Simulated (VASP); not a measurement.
# MoS2 (P6_3/mmc) in VASP: notebook, part 2 of 3

VASP 6.6.1. The steps go on from the part before.

## 4. Single point, PBE

This run uses another cell than the first one, of 18.31 Å³/atom, 1.051 times its volume.

INCAR

```
  ALGO = Normal
  EDIFF = 1E-7
  ENCUT = 520
  GGA = PE
  ISIF = 2
  ISMEAR = -1
  LASPH = True
  LCHARG = False
  LREAL = False
  LWAVE = False
  NBANDS = 35
  NELM = 60
  PREC = Accurate
  SIGMA = 0.1
```

KPOINTS

```
k-points
0
Gamma
  8 8 2
```

POSCAR

```
MoS2
1.0
    3.1951912704      0.0000000000      0.0000000000
   -1.5975956352      2.7671122683      0.0000000000
    0.0000000000      0.0000000000     12.4258558587
Mo S
2 4
Direct
    0.3333333333      0.6666666667      0.2500000000
    0.6666666667      0.3333333333      0.7500000000
    0.3333333333      0.6666666667      0.6230000000
    0.6666666667      0.3333333333      0.1230000000
    0.3333333333      0.6666666667      0.8770000000
    0.6666666667      0.3333333333      0.3770000000
```

Potentials or basis: VASP PAW PBE potentials, release 64 (Mo_sv, S).

On the command line:

```console
$ cat potpaw_PBE.64/Mo_sv/POTCAR potpaw_PBE.64/S/POTCAR > POTCAR
$ mpirun -np 1 vasp_std > vasp.out
```

OUTCAR:

```text
EDIFF = 1E-7
   ENCUT = 520
   GGA = PE
   ISIF = 2
   ISMEAR = -1
   LASPH = True
   LREAL = False
   NELM = 60
   PREC = Accurate

 ion  position               nearest neighbor table
   1  0.333  0.667  0.250-   4 2.43   6 2.43   4 2.43   6 2.43   4 2.43   6 2.43
   2  0.667  0.333  0.750-   3 2.43   5 2.43   3 2.43   5 2.43   3 2.43   5 2.43
   3  0.333  0.667  0.623-   2 2.43   2 2.43   2 2.43
   4  0.667  0.333  0.123-   1 2.43   1 2.43   1 2.43
   5  0.333  0.667  0.877-   2 2.43   2 2.43   2 2.43
   6  0.667  0.333  0.377-   1 2.43   1 2.43   1 2.43

  LATTYP: Found a hexagonal cell.
 ALAT       =     3.1951912704
 C/A-ratio  =     3.8889239508

  Lattice vectors:

 A1 = (   3.1951912704,   0.0000000000,   0.0000000000)
 A2 = (  -1.5975956352,   2.7671122683,   0.0000000000)
 A3 = (   0.0000000000,   0.0000000000,  12.4258558587)

Analysis of symmetry for initial positions (statically):
[... 10 lines left out ...]

The static configuration has the point symmetry D_3d.
 The point group associated with its full space group is D_6h.

Analysis of symmetry for dynamics (positions and initial velocities):
[... 10 lines left out ...]

The dynamic configuration has the point symmetry D_3d.
 The point group associated with its full space group is D_6h.

 Subroutine INISYM returns: Found 24 space group operations
[... 5 lines left out ...]
                                     Primitive cell

  volume of cell :     109.8626

  direct lattice vectors                    reciprocal lattice vectors
     3.195191270  0.000000000  0.000000000     0.312970309  0.180693789  0.000000000
    -1.597595635  2.767112268  0.000000000     0.000000000  0.361387578  0.000000000
     0.000000000  0.000000000 12.425855859     0.000000000  0.000000000  0.080477354

  length of vectors
     3.195191270  3.195187337 12.425855859     0.361387133  0.361387578  0.080477354

  position of ions in fractional coordinates (direct lattice)
     0.333333333  0.666666667  0.250000000
     0.666666667  0.333333333  0.750000000
     0.333333333  0.666666667  0.623000000
     0.666666667  0.333333333  0.123000000
     0.333333333  0.666666667  0.877000000
     0.666666667  0.333333333  0.377000000

  ion indices of the primitive-cell ions
   primitive index   ion index
                 1           1
                 2           2
                 3           3
                 4           4
                 5           5
                 6           6

----------------------------------------------------------------------------------------

 KPOINTS: k-points

Automatic generation of k-mesh.
 Grid dimensions read from file:
 generate k-points for:    8    8    2

 Generating k-lattice:

  Cartesian coordinates                     Fractional coordinates (reciprocal lattice)
     0.039121289  0.022586724  0.000000000     0.125000000  0.000000000  0.000000000
     0.000000000  0.045173447  0.000000000     0.000000000  0.125000000  0.000000000
     0.000000000  0.000000000  0.040238677     0.000000000  0.000000000  0.500000000

  Length of vectors
     0.045173392  0.045173447  0.040238677

  Shift w.r.t. Gamma in fractional coordinates (k-lattice)
     0.000000000  0.000000000  0.000000000

 Subroutine IBZKPT returns following result:
 ===========================================

 Found     20 irreducible k-points:

 Following reciprocal coordinates:
            Coordinates               Weight
  0.000000  0.000000  0.000000      1.000000
  0.125000  0.000000  0.000000      6.000000
  0.250000  0.000000  0.000000      6.000000
  0.375000  0.000000  0.000000      6.000000
  0.500000  0.000000  0.000000      3.000000
  0.125000  0.125000  0.000000      6.000000
[... 12 lines left out ...]
  0.250000  0.250000  0.500000      6.000000
  0.375000  0.250000  0.500000      6.000000
   k-points           NKPTS =     20   k-points in BZ     NKDIM =     20   number of bands    NBANDS=     35
   number of dos      NEDOS =    301   number of ions     NIONS =      6
   total plane-waves  NPLWV =  55296
   dimension x,y,z NGX =    24 NGY =   24 NGZ =   96
   dimension x,y,z NGXF=    48 NGYF=   48 NGZF=  192
   ions per type =               2   4
   NGX,Y,Z   is equivalent  to a cutoff of  12.49, 12.49, 12.84 a.u.
   NGXF,Y,Z  is equivalent  to a cutoff of  24.97, 24.97, 25.69 a.u.
 SYSTEM =  unknown system
   PREC   = accura    normal or accurate (medium, high low for compatibility)
   ISTART =      0    job   : 0-new  1-cont  2-samecut
   ICHARG =      2    charge: 1-file 2-atom 10-const
   ISPIN  =      1    spin polarized calculation?
   LNONCOLLINEAR =      F non collinear calculations
   LSORBIT =      F    spin-orbit coupling
   LASPH  =      T    aspherical Exc in radial PAW
   ENCUT  =  520.0 eV  38.22 Ry    6.18 a.u.   5.94  5.94 23.10*2*pi/ulx,y,z
   NELM   =     60;   NELMIN=  2; NELMDL= -5     # of ELM steps
   EDIFF  = 0.1E-06   stopping-criterion for ELM
   LREAL  =      F    real-space projection
   EDIFFG = 0.1E-05   stopping-criterion for IOM
   NSW    =      0    number of steps for IOM
   IBRION =     -1    ionic relax: 0-MD 1-quasi-New 2-CG
   NFREE  =      0    steps in history (QN), initial steepest desc. (CG)
   ISIF   =      2    stress and relaxation
   ISYM   =      2    0-nonsym 1-usesym 2-fastsym
   POTIM  = 0.5000    time-step for ionic-motion
   TEBEG  =    0.0;   TEEND  =   0.0 temperature during run
   PSTRESS=    0.0 pullay stress
   NELECT =      52.0000    total number of electrons
   NUPDOWN=      -1.0000    fix difference up-down
   EMIN   =  10.00;   EMAX   =-10.00  energy-range for DOS
   EFERMI =   0.00;   METHOD = LEGACY
   ISMEAR =    -1;   SIGMA  =   0.10  broadening in eV -4-tet -1-fermi 0-gaus
   EFERMI_NEDOS =   21; number of points for ismear=-14 and -15
   IALGO  =     38    algorithm
   IMIX   =      4    mixing-type and parameters
     AMIX     =   0.40;   BMIX     =  1.00
     AMIX_MAG =   1.60;   BMIX_MAG =  1.00
  volume/ion in A,a.u.               =      18.31       123.56
  Fermi-wavevector in a.u.,A,eV,Ry     =   1.275829  2.410968 22.146758  1.627741
  Thomas-Fermi vector in A             =   2.408520
   LORBIT       =      0    0 simple, 1 ext, 2 COOP (PROOUT), +10 PAW based schemes
   GGA     = PE    functional components
   LHFCALC =     F    Hartree Fock is set to
   AEXX    =    0.0000 exact exchange contribution
   IVDW    =     0    specifies the selected vdW correction
   LEPSILON=     F    determine dielectric tensor
   LRPA    =     F    only Hartree local field effects (RPA)
 non-spin polarized calculation
  energy-cutoff  :      520.00
  volume of cell :      109.86
 maximum number of plane-waves:      2984
 NGX is ok and might be reduce to    24
   NGX = 11   NGY = 11   NGZ = 47

 number of electron      51.9999998 magnetization

 Free energy of the ion-electron system (eV)
  ---------------------------------------------------
  ext. energy  EPLUGINS =         0.00000000
  ---------------------------------------------------
  free energy    TOTEN  =       -43.61568145 eV

  energy without entropy =      -43.61496958  energy(sigma->0) =      -43.61532552

 E-fermi :   7.5125     XC(G=0): -10.6953

 val. band max:        7.1450416257   @ k =   0.0000   0.0000   0.0000
 cond. band min:       8.1530485535   @ k =   0.2500   0.1250   0.0000
 fundamental gap:      1.0080069279
 Fermi energy:         7.5125228367

 k-point     1 :       0.0000    0.0000    0.0000
  band No.  band energies     occupation
      1     -54.3564      2.00000
      2     -54.3564      2.00000
      3     -28.4824      2.00000
      4     -28.4823      2.00000
      5     -28.2891      2.00000
      6     -28.2891      2.00000
[... 27 lines left out ...]
     34       9.5197      0.00000
     35      12.6134      0.00000

 k-point     2 :       0.1250    0.0000    0.0000
  band No.  band energies     occupation
      1     -54.3512      2.00000
      2     -54.3512      2.00000
      3     -28.4722      2.00000
      4     -28.4722      2.00000
      5     -28.3417      2.00000
      6     -28.3417      2.00000
[... 27 lines left out ...]
     34       9.6369      0.00000
     35      13.5751      0.00000
[... 644 lines left out ...]
     34      11.0198      0.00000
     35      14.0628      0.00000

 k-point    20 :       0.3750    0.2500    0.5000
  band No.  band energies     occupation
      1     -54.3175      2.00000
      2     -54.3175      2.00000
      3     -28.5797      2.00000
      4     -28.5797      2.00000
      5     -28.4782      2.00000
      6     -28.4782      2.00000
[... 27 lines left out ...]
     34      11.1177      0.00000
     35      13.6114      0.00000

------------------------ aborting loop because EDIFF is reached ----------------------------------------

  FORCE on cell =-STRESS in cart. coord.  units (eV):
  Direction    XX          YY          ZZ          XY          YZ          ZX
  --------------------------------------------------------------------------------------
  -------------------------------------------------------------------------------------
  Total       -1.1388005     -1.1387968     -1.1696054      0.0000000      0.0000000      0.0000000
  in kB      -16.6076539    -16.6075994    -17.0568963      0.0000000      0.0000000      0.0000000
  external PRESSURE =     -16.7573832 kB  Pullay stress =       0.0000000 kB

 VOLUME and BASIS-vectors are now :
 -----------------------------------------------------------------------------
  energy-cutoff  :      520.00
  volume of cell :      109.86
      direct lattice vectors                 reciprocal lattice vectors
     3.195191270  0.000000000  0.000000000     0.312970309  0.180693789  0.000000000
    -1.597595635  2.767112268  0.000000000     0.000000000  0.361387578  0.000000000
     0.000000000  0.000000000 12.425855859     0.000000000  0.000000000  0.080477354

 POSITION                                       TOTAL-FORCE (eV/Angst)
 -----------------------------------------------------------------------------------
     -0.00000      1.84474      3.10646         0.000000      0.000000      0.000000
      1.59760      0.92237      9.31939         0.000000     -0.000000      0.000000
     -0.00000      1.84474      7.74131        -0.000000      0.000000      0.453073
      1.59760      0.92237      1.52838        -0.000000     -0.000000      0.453073
     -0.00000      1.84474     10.89748        -0.000000      0.000000     -0.453073
      1.59760      0.92237      4.68455         0.000000     -0.000000     -0.453073
 -----------------------------------------------------------------------------------
    total drift:                               -0.000000      0.000000     -0.000000

  FREE ENERGIE OF THE ION-ELECTRON SYSTEM (eV)
  ---------------------------------------------------
  free  energy   TOTEN  =       -43.6156814495 eV

  energy  without entropy=      -43.6149695837  energy(sigma->0) =      -43.61532552
```

OSZICAR:

```text
N       E                     dE             d eps       ncg     rms          rms(c)
DAV:   1     0.433158849993E+03    0.43316E+03   -0.29289E+04  1544   0.140E+03
DAV:   2    -0.247090504297E+02   -0.45787E+03   -0.44363E+03  1687   0.361E+02
DAV:   3    -0.462430451579E+02   -0.21534E+02   -0.21134E+02  1693   0.714E+01
DAV:   4    -0.466810850139E+02   -0.43804E+00   -0.43647E+00  1674   0.103E+01
DAV:   5    -0.466893147128E+02   -0.82297E-02   -0.82288E-02  1654   0.143E+00    0.320E+01
DAV:   6    -0.445318506263E+02    0.21575E+01   -0.13441E+01  1520   0.232E+01    0.125E+01
DAV:   7    -0.440087287690E+02    0.52312E+00   -0.63370E+00  1506   0.154E+01    0.779E+00
DAV:   8    -0.436145607961E+02    0.39417E+00   -0.90999E-01  1498   0.636E+00    0.288E+00
DAV:   9    -0.436245703951E+02   -0.10010E-01   -0.10897E-01  1599   0.165E+00    0.126E+00
DAV:  10    -0.436157483814E+02    0.88220E-02   -0.34567E-02  1518   0.127E+00    0.429E-01
DAV:  11    -0.436158854177E+02   -0.13704E-03   -0.20897E-03  1518   0.243E-01    0.249E-01
DAV:  12    -0.436156840229E+02    0.20139E-03   -0.50720E-04  1568   0.130E-01    0.111E-01
DAV:  13    -0.436156766091E+02    0.74138E-05   -0.18463E-04  1601   0.709E-02    0.106E-02
DAV:  14    -0.436156806287E+02   -0.40196E-05   -0.11458E-05  1540   0.163E-02    0.185E-02
DAV:  15    -0.436156813719E+02   -0.74316E-06   -0.78370E-07  1469   0.402E-03    0.110E-02
DAV:  16    -0.436156814495E+02   -0.77646E-07   -0.82493E-07  1473   0.538E-03
   1 F= -.43615681E+02 E0= -.43615326E+02  d E =-.711866E-03
```

Wall time 56 s (1 thread of AMD EPYC 7R13 (Zen 3), shared host); peak memory 0.21 GiB.

Results:

| Item | Value |
| --- | --- |
| Free energy | -43.6157 eV |
| Pressure | -1.7 GPa |
| Largest force | 0.453 eV/Å |
| Band gap on the k mesh | 1.01 eV, indirect (least direct gap 1.87 eV) |

Forces in eV/Å, atoms in the order of the input:
```
Mo   0.000  0.000  0.000
Mo   0.000  0.000  0.000
S    0.000  0.000  0.453
S    0.000  0.000  0.453
S    0.000  0.000 -0.453
S    0.000  0.000 -0.453
```

Caveat: this functional lacks dispersion, which binds the layers, so the pressure and a relaxed spacing across them are unreliable.

## 5. Single point, PBE

This run uses another cell than the first one, of 18.76 Å³/atom, 1.077 times its volume.

INCAR

```
SYSTEM = MoS2
ALGO = Normal
EDIFF = 1E-6
ENCUT = 520
GGA = PE
ISIF = 2
ISMEAR = -1
LASPH = .TRUE.
LCHARG = .TRUE.
LELF = .TRUE.
LREAL = .FALSE.
LVHAR = .TRUE.
LWAVE = .FALSE.
NBANDS = 35
NELM = 100
PREC = Accurate
SIGMA = 0.1
```

KPOINTS

```
k-points
0
G
  8 8 2
  0 0 0
```

Edit POSCAR of step 4 so:

```diff
@@ -2,5 +2,5 @@
 1.0
-    3.1951912704      0.0000000000      0.0000000000
-   -1.5975956352      2.7671122683      0.0000000000
-    0.0000000000      0.0000000000     12.4258558587
+    3.2209600547      0.0000000000      0.0000000000
+   -1.6104800274      2.7894286535      0.0000000000
+    0.0000000000      0.0000000000     12.5260687014
 Mo S
```

On the command line:

```console
$ cat potpaw_PBE.64/Mo_sv/POTCAR potpaw_PBE.64/S/POTCAR > POTCAR
$ mpirun -np 1 vasp_std > vasp.out
```

It took 58 s on 1 thread of AMD EPYC 7R13 (Zen 3), shared host; peak memory 0.21 GiB.

Results (log left out):

| Item | Value |
| --- | --- |
| Free energy | -43.5621 eV |
| Pressure | -4.8 GPa |
| Largest force | 0.794 eV/Å |
| Band gap on the k mesh | 1.02 eV, indirect (least direct gap 1.81 eV) |

Forces in eV/Å, atoms in the order of the input:
```
Mo   0.000  0.000  0.000
Mo   0.000  0.000  0.000
S    0.000  0.000  0.794
S    0.000  0.000  0.794
S    0.000  0.000 -0.794
S    0.000  0.000 -0.794
```

Stress tensor (GPa, compression positive):
```
-4.65  0.00  0.00
 0.00 -4.65  0.00
 0.00  0.00 -5.07
```

Levels at points of the mesh, in eV from the valence-band top:
```csv
k point,band 23,band 24,band 25,band 26,band 27,band 28,band 29,band 30
"(0.00, 0.00, 0.00)",-1.98,-1.14,-0.98,0.00,2.04,2.04,2.07,2.07
"(0.50, 0.00, 0.00)",-1.64,-1.46,-1.27,-1.15,1.54,1.58,1.92,2.15
"(0.00, 0.00, 0.50)",-2.00,-2.00,-0.23,-0.23,2.05,2.05,2.05,2.05
"(0.50, 0.00, 0.50)",-1.55,-1.55,-1.20,-1.20,1.56,1.56,2.05,2.05
```

Caveat: this functional lacks dispersion, which binds the layers, so the pressure and a relaxed spacing across them are unreliable. Expect the measured gap to be larger: semilocal functionals such as PBE lack the derivative discontinuity.

(Continued in part 3 of 3.)
